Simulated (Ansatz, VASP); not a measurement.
# Pd: VASP beside Ansatz

The input INCAR:

```
ALGO = Fast ; EDIFF = 1E-6
ENCUT = 520 ; GGA = PE
ISIF = 2 ; ISMEAR = 0
LASPH = True ; LCHARG = True
LELF = True ; LREAL = False
LVHAR = True ; LWAVE = False
NBANDS = 11 ; NELM = 100
PREC = Accurate ; SIGMA = 0.05
```

KPOINTS

```
k-points
0
Gamma
  20 20 20
```

File POSCAR:

```
Pd
1.0
    0.0000000000      1.9707693755      1.9707693755
    1.9707693755      0.0000000000      1.9707693755
    1.9707693755      1.9707693755      0.0000000000
Pd
1
Direct
    0.0000000000      0.0000000000      0.0000000000
```

Input for Ansatz:

```yaml
crystal:
  lattice:
    - [0.0, 1.9707693755, 1.9707693755]
    - [1.9707693755, 0.0, 1.9707693755]
    - [1.9707693755, 1.9707693755, 0.0]
  atoms:
    - { symbol: Pd, position: [0.0, 0.0, 0.0] }
basis:
  ecutwfc: 420
  ecutrho_ratio: 4
kpoints:
  mp_grid: { grid: [20, 20, 20] }
hamiltonian:
  xc: pbe
scf:
  occupations: { method: gaussian, width: 0.05 }
output:
  forces: true
  stress: true
  eigenvalues: true
```

Alike in both runs: task single point; functional PBE; k mesh 20 × 20 × 20; occupations gaussian, width 0.05 eV; no spin polarisation.

|  | VASP | Ansatz |
| --- | --- | --- |
| version | VASP 6.6.1 | Ansatz 0.2.0 |
| potentials or method | VASP PAW PBE potentials, release 64 (Pd), cutoff 520 eV | scalar-relativistic, plane waves, PAW |
| valence electrons in the cell | 10 | 18 |

```csv
,VASP,Ansatz,Ansatz less VASP
gap on the k mesh at the Fermi level (eV),none,none,-
pressure (GPa),-0.3,0.0,+0.27
```

A gap of «none» marks a metal or a gap that the smearing closes. VASP's potentials hold 10 valence electrons a cell and Ansatz's 18, so a difference there can come from the potentials and not from the codes.
